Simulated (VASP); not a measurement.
A run of VASP 6.6.1 is set up as follows.

File INCAR:

```
SYSTEM = GaP
  PREC = Accurate
  ENCUT = 520
  EDIFF = 1E-7
  ISMEAR = 1
  SIGMA = 0.4
  LREAL = .FALSE.
  LASPH = .TRUE.
  NELM = 100
  ALGO = Normal
  ISIF = 2
  LWAVE = .FALSE.
  LCHARG = .FALSE.
  GGA = PE
  NBANDS = 16
```

KPOINTS

```
Automatic mesh
0
G
  10 10 10
  0 0 0
```

File POSCAR:

```
GaP
1.0
    0.0000000000      2.6812866671      2.8153510004
    2.6812866671      0.0000000000      2.8153510004
    2.6812866671      2.6812866671      0.0000000000
Ga P
1 1
Direct
    0.0000000000      0.0000000000      0.0000000000
    0.7500000000      0.7500000000      0.7500000000
```

Potentials or basis: VASP PAW PBE potentials, release 64 (Ga_d, P).

The run is started by

```bash
$ cat potpaw_PBE.64/Ga_d/POTCAR potpaw_PBE.64/P/POTCAR > POTCAR
$ mpirun -np 1 vasp_std > vasp.out
```

(1) Predict the band gap on the k mesh.

(2) Predict the pressure.

Results:

(1) 1.37 eV, indirect (least direct gap 1.71 eV).

(2) 2.4 GPa.
